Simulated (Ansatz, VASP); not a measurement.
One calculation of In3Se, two programs

```
In Se
1.0
     4.44439    0.00000    0.00000
     0.00000    4.44439    0.00000
     0.00000    0.00000    4.88883
In Se
3 1
Direct
  0.00000 0.50000 0.50000
  0.50000 0.00000 0.50000
  0.50000 0.50000 0.00000
  0.00000 0.00000 0.00000
```

Alike in both runs: task single point; functional PBEsol; dispersion D3(BJ); k mesh 12 × 12 × 12; occupations gaussian, width 0.15 eV; no spin polarisation.

```csv
,VASP,Ansatz
version,VASP 6.6.1,Ansatz 0.2.0
potentials or method,"VASP PAW PBE potentials, release 64 (In_d, Se), cutoff 520 eV","scalar-relativistic, plane waves, PAW"
valence electrons in the cell,45,55
```

```csv
,VASP,Ansatz,Ansatz less VASP
gap on the k mesh at the Fermi level (eV),none,none,-
pressure (GPa),0.0,0.0,0.00
"traceless stress, the component that is largest in VASP (GPa)",-0.47,-0.46,+0.005
```

VASP's potentials were made for PBE, not for PBEsol. A gap of «none» marks a metal or a gap that the smearing closes. VASP's potentials hold 45 valence electrons a cell and Ansatz's 55, so a difference there can come from the potentials and not from the codes.
